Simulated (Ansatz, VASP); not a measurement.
**GaP: VASP beside Ansatz**

Contents of INCAR:

```
SYSTEM = GaP
PREC = Accurate ; ENCUT = 520
EDIFF = 1E-6 ; ISMEAR = 1
SIGMA = 0.1 ; LREAL = .FALSE.
LASPH = .TRUE. ; NELM = 100
ALGO = Normal ; ISIF = 2
LWAVE = .FALSE. ; LCHARG = .FALSE.
GGA = PS ; NBANDS = 26
```

Contents of KPOINTS:

```
Automatic mesh
0
G
  12 12 12
  0 0 0
```

POSCAR

```
GaP
1.0
    1.9430151755      1.1218003346      6.5272722518
   -1.9430151755      1.1218003346      6.5272722518
    0.0000000000     -2.2436006692      6.5272722518
Ga P
2 2
Direct
    0.4353720000      0.4353720000      0.4353720000
    0.5646280000      0.5646280000      0.5646280000
    0.0573890000      0.0573890000      0.0573890000
    0.9426110000      0.9426110000      0.9426110000
```

Input for Ansatz:

```yaml
crystal:
  lattice:
    - [1.9430151755, 1.1218003346, 6.5272722518]
    - [-1.9430151755, 1.1218003346, 6.5272722518]
    - [0.0, -2.2436006692, 6.5272722518]
  atoms:
    - { symbol: Ga, position: [0.435372, 0.435372, 0.435372] }
    - { symbol: Ga, position: [0.564628, 0.564628, 0.564628] }
    - { symbol: P, position: [0.057389, 0.057389, 0.057389] }
    - { symbol: P, position: [0.942611, 0.942611, 0.942611] }
basis:
  ecutwfc: 420
kpoints:
  mp_grid: { grid: [12, 12, 12] }
hamiltonian:
  xc: pbesol
scf:
  occupations: { method: cold, width: 0.1 }
output:
  forces: true
  stress: true
  eigenvalues: true
```

Change from the starting cell: strain +0.0150 x Voigt [0, 0, 1, 0, 0, 0], atoms carried along.

Alike in both runs: task single point; functional PBEsol; k mesh 12 × 12 × 12; no spin polarisation.

|  | VASP | Ansatz |
| --- | --- | --- |
| version | VASP 6.6.1 | Ansatz 0.2.0 |
| potentials or method | VASP PAW PBE potentials, release 64 (Ga_d, P), cutoff 520 eV | scalar-relativistic, plane waves, PAW |
| occupations | methfessel-paxton of order 1, width 0.1 eV | cold, width 0.1 eV |
| valence electrons in the cell | 36 | 36 |

```tsv
	VASP	Ansatz	Ansatz less VASP
gap on the k mesh at the Fermi level (eV)	0.67	0.66	-0.009
least direct gap on the mesh (eV)	1.08	1.08	+0.001
pressure (GPa)	-3.9	-3.9	+0.03
traceless stress, the component that is largest in VASP (GPa)	-1.58	-1.56	+0.016
rms of the force components (eV/Å)	0.060	0.055	-0.0050
```

VASP's potentials were made for PBE, not for PBEsol. Atom by atom the forces differ by 0.005 eV/Å (rms over components).
